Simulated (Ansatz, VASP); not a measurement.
MoS: VASP beside Ansatz

File INCAR:

```
PREC = Accurate
ENCUT = 520
EDIFF = 1E-7
ISMEAR = 0
SIGMA = 0.1
LREAL = False
LASPH = True
NELM = 150
ALGO = Normal
ISIF = 2
LWAVE = False
LCHARG = True
ISPIN = 2
MAGMOM = 2 -2 0 0
LORBIT = 11
LMAXMIX = 4
GGA = PS
LELF = True
LVHAR = True
NBANDS = 32
```

The input KPOINTS:

```
regular mesh
0
Gamma
  14 14 7
```

File POSCAR:

```
MoS
1.0
    0.0000000000      2.4478204267      2.4478204267
    2.4478204267      0.0000000000      2.4478204267
    4.8956408534      4.8956408534      0.0000000000
Mo S
2 2
Direct
    0.0000000000      1.0000000000      1.0000000000
    0.0000000000      1.0000000000      0.5000000000
    0.5000000000      0.5000000000      0.2500000000
    0.5000000000      0.5000000000      0.7500000000
```

Input for Ansatz:

```yaml
crystal:
  lattice:
    - [0.0, 2.4478204267, 2.4478204267]
    - [2.4478204267, 0.0, 2.4478204267]
    - [4.8956408534, 4.8956408534, 0.0]
  atoms:
    - { symbol: Mo, position: [0.0, 1.0, 1.0], spin: 2.0 }
    - { symbol: S, position: [0.5, 0.5, 0.25] }
    - { symbol: Mo, position: [0.0, 1.0, 0.5], spin: -2.0 }
    - { symbol: S, position: [0.5, 0.5, 0.75] }
basis:
  ecutwfc: 420
kpoints:
  mp_grid: { grid: [14, 14, 7] }
hamiltonian:
  xc: pbesol
scf:
  occupations: { method: gaussian, width: 0.1 }
  lower_state_search: "off"
output:
  forces: true
  stress: true
  eigenvalues: true
  populations: true
  write_density: true
  write_potential: true
  elf: true
  volumetric_format: npy
magnetization:
  spin_polarized: true
```

Alike in both runs: task single point; functional PBEsol; k mesh 14 × 14 × 7; occupations gaussian, width 0.1 eV; collinear spin.

|  | VASP | Ansatz |
| --- | --- | --- |
| version | VASP 6.6.1 | Ansatz 0.2.0 |
| potentials or method | VASP PAW PBE potentials, release 64 (Mo_sv, S), cutoff 520 eV | scalar-relativistic, plane waves, PAW |
| valence electrons in the cell | 40 | 40 |

|  | VASP | Ansatz | Ansatz less VASP |
| --- | --- | --- | --- |
| gap on the k mesh at the Fermi level (eV) | none | none | - |
| pressure (GPa) | 0.3 | 0.0 | -0.33 |
| net moment per atom (μB) | 0.00 | 0.00 | 0.000 |

VASP's potentials were made for PBE, not for PBEsol. A gap of «none» marks a metal or a gap that the smearing closes. With one functional, cell and mesh, what is left measures potentials, basis and numerics. Ansatz's warnings: seeded moment not kept.
